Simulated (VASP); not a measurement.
Write the native input for VASP 6.6.1 that does the following.

* Task: single point
* Functional: LDA
* Potentials or basis: VASP PAW LDA potentials, release 64 (Cd, Te)
* Cutoff: 520 eV
* k mesh: 8 × 8 × 8
* Occupations: fermi-dirac, width 0.2 eV
* Spin: no spin polarisation
* Dipole correction: no
* Further INCAR settings: ALGO = Normal; EDIFF = 1e-06; NBANDS = 16

The structure of CdTe lies in POSCAR:

```
CdTe
1.0
    0.0000000000      2.8554741353      4.0376404273
    2.8554741353      0.0000000000      4.0376404273
    2.8554741353      2.8554741353      0.0000000000
Cd Te
1 1
Direct
    0.0000000000      0.0000000000      0.0000000000
    0.7500000000      0.7500000000      0.7500000000
```

This cell differs from its parent crystal: ratio of the length along z to the lengths across it x 1.414, volume and fractional coordinates fixed.

The input as run:

INCAR

```
PREC = Accurate
ENCUT = 520
EDIFF = 1E-6
ISMEAR = -1
SIGMA = 0.2
LREAL = False
LASPH = True
NELM = 100
ALGO = Normal
ISIF = 2
LWAVE = False
LCHARG = False
GGA = CA
NBANDS = 16
```

KPOINTS

```
regular mesh
0
Gamma
  8 8 8
```

Potentials or basis: VASP PAW LDA potentials, release 64 (Cd, Te).

The run is started by

```bash
$ cat potpaw_LDA.64/Cd/POTCAR potpaw_LDA.64/Te/POTCAR > POTCAR
$ mpirun -np 1 vasp_std > vasp.out
```

Results of the run:

```yaml
Pressure: -1.3 GPa
Band_gap_on_the_k_mesh: zero (band 9 reaches 3.04 eV, above the bottom of band 10 at 3.00 eV)
```

Caveat: spin-orbit coupling is left out, which moves the levels of the heavy elements.

It took 44 s on 1 thread of Intel Xeon 6975P-C, on a shared host, peak memory 0.22 GiB.
